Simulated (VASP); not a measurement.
# BP in VASP: notebook, part 2 of 3

VASP 6.6.1. Earlier steps stand in the parts before.

### Step 5. Single point, RPBE

Input file INCAR:

```
SYSTEM = BP
ALGO = Normal
EDIFF = 1E-6
ENCUT = 500
GGA = RP
GGA_COMPAT = .False.
ISIF = 2
ISMEAR = -1
LASPH = .True.
LCHARG = .False.
LREAL = .False.
LWAVE = .False.
NBANDS = 11
NELM = 120
PREC = Accurate
SIGMA = 0.02
```

Input file KPOINTS:

```
k-points
0
Gamma
  7 7 7
  0 0 0
```

Input file POSCAR:

```
BP
1.0
    0.0000000000      2.2538733333      2.2995585784
    2.2538733333      0.0000000000      2.2995585784
    2.2538733333      2.2538733333      0.0000000000
B P
1 1
Direct
    0.0000000000      0.0000000000      0.0000000000
    0.2500000000      0.2500000000      0.2500000000
```

Potentials or basis: VASP PAW PBE potentials, release 64 (B, P).

On the command line:

```bash
$ cat potpaw_PBE.64/B/POTCAR potpaw_PBE.64/P/POTCAR > POTCAR
$ mpirun -np 1 vasp_std > vasp.out
```

OUTCAR:

```text
SYSTEM = BP
   EDIFF = 1E-6
   ENCUT = 500
   GGA = RP
   ISIF = 2
   ISMEAR = -1
   LASPH = .True.
   LREAL = .False.
   NELM = 120
   PREC = Accurate

 ion  position               nearest neighbor table
   1  0.000  0.000  0.000-   2 1.97   2 1.97   2 1.97   2 1.97
   2  0.250  0.250  0.250-   1 1.97   1 1.97   1 1.97   1 1.97

  LATTYP: Found a body centered tetragonal cell.
 ALAT       =     3.1874582358
 C/A-ratio  =     1.4428791898

  Lattice vectors:

 A1 = (  -2.2538733333,   0.0000000000,   2.2995585784)
 A2 = (   2.2538733333,   0.0000000000,   2.2995585784)
 A3 = (   0.0000000000,   2.2538733333,  -2.2995585784)

Analysis of symmetry for initial positions (statically):
=====================================================================
 Subroutine PRICEL returns:
 Original cell was already a primitive cell.

 Routine SETGRP: Setting up the symmetry group for a
 body centered tetragonal supercell.

 Subroutine GETGRP returns: Found  8 space group operations
 (whereof  8 operations were pure point group operations)
 out of a pool of 16 trial point group operations.

The static configuration has the point symmetry D_2d.

Analysis of symmetry for dynamics (positions and initial velocities):
=====================================================================
 Subroutine PRICEL returns:
 Original cell was already a primitive cell.

 Routine SETGRP: Setting up the symmetry group for a
 body centered tetragonal supercell.

 Subroutine GETGRP returns: Found  8 space group operations
 (whereof  8 operations were pure point group operations)
 out of a pool of 16 trial point group operations.

The dynamic configuration has the point symmetry D_2d.

 Subroutine INISYM returns: Found  8 space group operations
 (whereof  8 operations are pure point group operations),
 and found     1 'primitive' translations

----------------------------------------------------------------------------------------

                                     Primitive cell

  volume of cell :      23.3633

  direct lattice vectors                    reciprocal lattice vectors
     0.000000000  2.253873333  2.299558578    -0.221840328  0.221840328  0.217433035
     2.253873333  0.000000000  2.299558578     0.221840328 -0.221840328  0.217433035
     2.253873333  2.253873333  0.000000000     0.221840328  0.221840328 -0.217433035

  length of vectors
     3.219924635  3.219924635  3.187458236     0.381711130  0.381711130  0.381711130

  position of ions in fractional coordinates (direct lattice)
     0.000000000  0.000000000  0.000000000
     0.250000000  0.250000000  0.250000000

  ion indices of the primitive-cell ions
   primitive index   ion index
                 1           1
                 2           2

----------------------------------------------------------------------------------------

 KPOINTS: k-points

Automatic generation of k-mesh.
 Grid dimensions read from file:
 generate k-points for:    7    7    7

 Generating k-lattice:

  Cartesian coordinates                     Fractional coordinates (reciprocal lattice)
    -0.031691475  0.031691475  0.031061862     0.142857143  0.000000000  0.000000000
     0.031691475 -0.031691475  0.031061862     0.000000000  0.142857143  0.000000000
     0.031691475  0.031691475 -0.031061862     0.000000000  0.000000000  0.142857143

  Length of vectors
     0.054530161  0.054530161  0.054530161

  Shift w.r.t. Gamma in fractional coordinates (k-lattice)
     0.000000000  0.000000000  0.000000000

 Subroutine IBZKPT returns following result:
 ===========================================

 Found     40 irreducible k-points:

 Following reciprocal coordinates:
            Coordinates               Weight
  0.000000  0.000000  0.000000      1.000000
  0.142857  0.000000  0.000000      8.000000
  0.285714  0.000000  0.000000      8.000000
  0.428571  0.000000  0.000000      8.000000
  0.142857  0.142857  0.000000      2.000000
  0.285714  0.142857  0.000000      8.000000
[... 16 lines left out ...]
  0.428571  0.285714  0.142857      8.000000
 -0.428571  0.285714  0.142857     16.000000
 [... further k-points ...]
   k-points           NKPTS =     40   k-points in BZ     NKDIM =     40   number of bands    NBANDS=     11
   number of dos      NEDOS =    301   number of ions     NIONS =      2
   total plane-waves  NPLWV =  13824
   dimension x,y,z NGX =    24 NGY =   24 NGZ =   24
   dimension x,y,z NGXF=    48 NGYF=   48 NGZF=   48
   ions per type =               1   1
   NGX,Y,Z   is equivalent  to a cutoff of  12.39, 12.39, 12.52 a.u.
   NGXF,Y,Z  is equivalent  to a cutoff of  24.78, 24.78, 25.04 a.u.
 SYSTEM =  BP
   PREC   = accura    normal or accurate (medium, high low for compatibility)
   ISTART =      0    job   : 0-new  1-cont  2-samecut
   ICHARG =      2    charge: 1-file 2-atom 10-const
   ISPIN  =      1    spin polarized calculation?
   LNONCOLLINEAR =      F non collinear calculations
   LSORBIT =      F    spin-orbit coupling
   LASPH  =      T    aspherical Exc in radial PAW
   ENCUT  =  500.0 eV  36.75 Ry    6.06 a.u.   5.87  5.87  5.81*2*pi/ulx,y,z
   NELM   =    120;   NELMIN=  2; NELMDL= -5     # of ELM steps
   EDIFF  = 0.1E-05   stopping-criterion for ELM
   LREAL  =      F    real-space projection
   EDIFFG = 0.1E-04   stopping-criterion for IOM
   NSW    =      0    number of steps for IOM
   IBRION =     -1    ionic relax: 0-MD 1-quasi-New 2-CG
   NFREE  =      0    steps in history (QN), initial steepest desc. (CG)
   ISIF   =      2    stress and relaxation
   ISYM   =      2    0-nonsym 1-usesym 2-fastsym
   POTIM  = 0.5000    time-step for ionic-motion
   TEBEG  =    0.0;   TEEND  =   0.0 temperature during run
   PSTRESS=    0.0 pullay stress
   NELECT =       8.0000    total number of electrons
   NUPDOWN=      -1.0000    fix difference up-down
   EMIN   =  10.00;   EMAX   =-10.00  energy-range for DOS
   EFERMI =   0.00;   METHOD = LEGACY
   ISMEAR =    -1;   SIGMA  =   0.02  broadening in eV -4-tet -1-fermi 0-gaus
   EFERMI_NEDOS =   21; number of points for ismear=-14 and -15
   IALGO  =     38    algorithm
   IMIX   =      4    mixing-type and parameters
     AMIX     =   0.40;   BMIX     =  1.00
     AMIX_MAG =   1.60;   BMIX_MAG =  1.00
  volume/ion in A,a.u.               =      11.68        78.83
  Fermi-wavevector in a.u.,A,eV,Ry     =   1.145320  2.164342 17.847562  1.311759
  Thomas-Fermi vector in A             =   2.282009
   LORBIT       =      0    0 simple, 1 ext, 2 COOP (PROOUT), +10 PAW based schemes
   GGA     = RP    functional components
   LHFCALC =     F    Hartree Fock is set to
   AEXX    =    0.0000 exact exchange contribution
   IVDW    =     0    specifies the selected vdW correction
   LEPSILON=     F    determine dielectric tensor
   LRPA    =     F    only Hartree local field effects (RPA)
 non-spin polarized calculation
  energy-cutoff  :      500.00
  volume of cell :       23.36
 maximum number of plane-waves:       604
   NGX = 11   NGY = 11   NGZ = 11

 number of electron       8.0000000 magnetization

 Free energy of the ion-electron system (eV)
  ---------------------------------------------------
  ext. energy  EPLUGINS =         0.00000000
  ---------------------------------------------------
  free energy    TOTEN  =       -12.25785067 eV

  energy without entropy =      -12.25785067  energy(sigma->0) =      -12.25785067

 E-fermi :   8.0122     XC(G=0): -10.8341

 val. band max:        7.5915474608   @ k =   0.0000   0.0000   0.0000
 cond. band min:       8.6912491676   @ k =   0.4286   0.0000   0.4286
 fundamental gap:      1.0997017068
 Fermi energy:         8.0121684606

 k-point     1 :       0.0000    0.0000    0.0000
  band No.  band energies     occupation
      1      -7.9547      2.00000
      2       7.3900      2.00000
      3       7.5915      2.00000
      4       7.5915      2.00000
      5      10.8812      0.00000
      6      10.8812      0.00000
      7      10.9935      0.00000
      8      14.9319      0.00000
      9      19.1820      0.00000
     10      19.2961      0.00000
     11      19.8268      0.00000
[... 309 lines left out ...]
 k-point    24 :      -0.4286    0.2857    0.1429
  band No.  band energies     occupation
      1      -4.1942      2.00000
      2      -0.2687      2.00000
      3       2.5726      2.00000
      4       4.1430      2.00000
      5      11.9339      0.00000
      6      13.1078      0.00000
      7      15.6159      0.00000
      8      16.6713      0.00000
      9      18.8400      0.00000
     10      21.3182      0.00000
     11      25.1654      0.00000

 [... further k-points ...]
[... 5 lines left out ...]
  --------------------------------------------------------------------------------------
  -------------------------------------------------------------------------------------
  Total        0.7849967      0.7849967     -0.0186418      0.0000000      0.0000000      0.0000000
  in kB       53.8325457     53.8325457     -1.2783913      0.0000000      0.0000000      0.0000000
  external PRESSURE =      35.4622334 kB  Pullay stress =       0.0000000 kB

 VOLUME and BASIS-vectors are now :
 -----------------------------------------------------------------------------
  energy-cutoff  :      500.00
  volume of cell :       23.36
      direct lattice vectors                 reciprocal lattice vectors
     0.000000000  2.253873333  2.299558578    -0.221840328  0.221840328  0.217433035
     2.253873333  0.000000000  2.299558578     0.221840328 -0.221840328  0.217433035
     2.253873333  2.253873333  0.000000000     0.221840328  0.221840328 -0.217433035

 POSITION                                       TOTAL-FORCE (eV/Angst)
 -----------------------------------------------------------------------------------
      0.00000      0.00000      0.00000         0.000000      0.000000      0.000000
      1.12694      1.12694      1.14978         0.000000      0.000000     -0.000000
 -----------------------------------------------------------------------------------
    total drift:                                0.000000      0.000000      0.000000

  FREE ENERGIE OF THE ION-ELECTRON SYSTEM (eV)
  ---------------------------------------------------
  free  energy   TOTEN  =       -12.2578506674 eV

  energy  without entropy=      -12.2578506674  energy(sigma->0) =      -12.25785067
```

OSZICAR:

```text
N       E                     dE             d eps       ncg     rms          rms(c)
DAV:   1     0.888056162103E+01    0.88806E+01   -0.39078E+03   880   0.638E+02
DAV:   2    -0.122581668373E+02   -0.21139E+02   -0.19912E+02  1154   0.105E+02
DAV:   3    -0.129094607867E+02   -0.65129E+00   -0.64941E+00  1098   0.159E+01
DAV:   4    -0.129124083264E+02   -0.29475E-02   -0.29473E-02  1016   0.122E+00
DAV:   5    -0.129124225478E+02   -0.14221E-04   -0.14221E-04  1098   0.880E-02    0.799E+00
DAV:   6    -0.123433218607E+02    0.56910E+00   -0.12786E+00  1000   0.486E+00    0.440E+00
DAV:   7    -0.122614216765E+02    0.81900E-01   -0.23908E-01  1105   0.241E+00    0.142E+00
DAV:   8    -0.122568412032E+02    0.45805E-02   -0.24986E-02  1015   0.950E-01    0.167E-01
DAV:   9    -0.122574936225E+02   -0.65242E-03   -0.87180E-04  1024   0.193E-01    0.830E-02
DAV:  10    -0.122578283760E+02   -0.33475E-03   -0.42298E-04  1012   0.133E-01    0.259E-02
DAV:  11    -0.122578483739E+02   -0.19998E-04   -0.26477E-05  1083   0.354E-02    0.263E-02
DAV:  12    -0.122578508630E+02   -0.24891E-05   -0.48516E-06  1000   0.140E-02    0.114E-02
DAV:  13    -0.122578506674E+02    0.19569E-06   -0.85220E-08   599   0.201E-03
   1 F= -.12257851E+02 E0= -.12257851E+02  d E =-.377726E-11
```

Wall time 9.8 s (1 thread of Intel Xeon 8259CL, shared host); peak memory 0.14 GiB.

Results:

```yaml
Free_energy: -12.2579 eV
Pressure: 3.5 GPa
Band_gap_on_the_k_mesh: 1.10 eV, indirect (least direct gap 3.29 eV)
```

Levels at points of the mesh, in eV from the valence-band top:
```tsv
k point	band 1	band 2	band 3	band 4	band 5	band 6	band 7	band 8	band 9
(0.00, 0.00, 0.00)	-15.55	-0.20	0.00	0.00	3.29	3.29	3.40	7.34	11.59
```

Caveat: the PAW data sets were made with another functional, which shifts forces and pressure a little.

(Continued in part 3 of 3.)
